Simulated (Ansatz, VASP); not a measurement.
**Two plane-wave programs on CuF**

Contents of INCAR:

```
SYSTEM = CuF
PREC = Accurate ; ENCUT = 520
EDIFF = 1E-6 ; ISMEAR = -1
SIGMA = 0.02 ; LREAL = .False.
LASPH = .True. ; NELM = 60
ALGO = Normal ; ISIF = 2
LWAVE = .False. ; LCHARG = .False.
GGA = PE ; NBANDS = 16
```

KPOINTS

```
Automatic mesh
0
Gamma
  8 8 8
  0 0 0
```

The input POSCAR:

```
CuF
1.0
    2.8484730611      0.0000000000      0.0000000000
    0.0000000000      2.8484730611      0.0000000000
    0.0000000000      0.0000000000      2.8484730611
Cu F
1 1
Direct
    0.0000000000      0.0000000000      0.0000000000
    0.5000000000      0.5000000000      0.5000000000
```

Input for Ansatz:

```yaml
crystal:
  lattice:
    - [2.8484730611, 0.0, 0.0]
    - [0.0, 2.8484730611, 0.0]
    - [0.0, 0.0, 2.8484730611]
  atoms:
    - { symbol: Cu, position: [0.0, 0.0, 0.0] }
    - { symbol: F, position: [0.5, 0.5, 0.5] }
kpoints:
  mp_grid: { grid: [8, 8, 8] }
hamiltonian:
  xc: pbe
scf:
  occupations: { method: fermi_dirac, width: 0.02 }
  n_extra_bands: 4
output:
  forces: true
  stress: true
  eigenvalues: true
```

Alike in both runs: task single point; functional PBE; k mesh 8 × 8 × 8; occupations fermi-dirac, width 0.02 eV; no spin polarisation.

|  | VASP | Ansatz |
| --- | --- | --- |
| version | VASP 6.6.1 | Ansatz 0.2.0 |
| potentials or method | VASP PAW PBE potentials, release 64 (Cu, F) | plane waves, PAW |
| plane-wave cutoff (eV) | 520 | 420 |
| valence electrons in the cell | 18 | 26 |

VASP gave:

| Property | Result |
| --- | --- |
| pressure (GPa) | -4.9 |

Which values does Ansatz return?

Pressure (GPa): -4.8.

The functional is the same, so the differences come from potentials, cutoffs and numerics. VASP's potentials hold 18 valence electrons a cell and Ansatz's 26, so a difference there can come from the potentials and not from the codes.
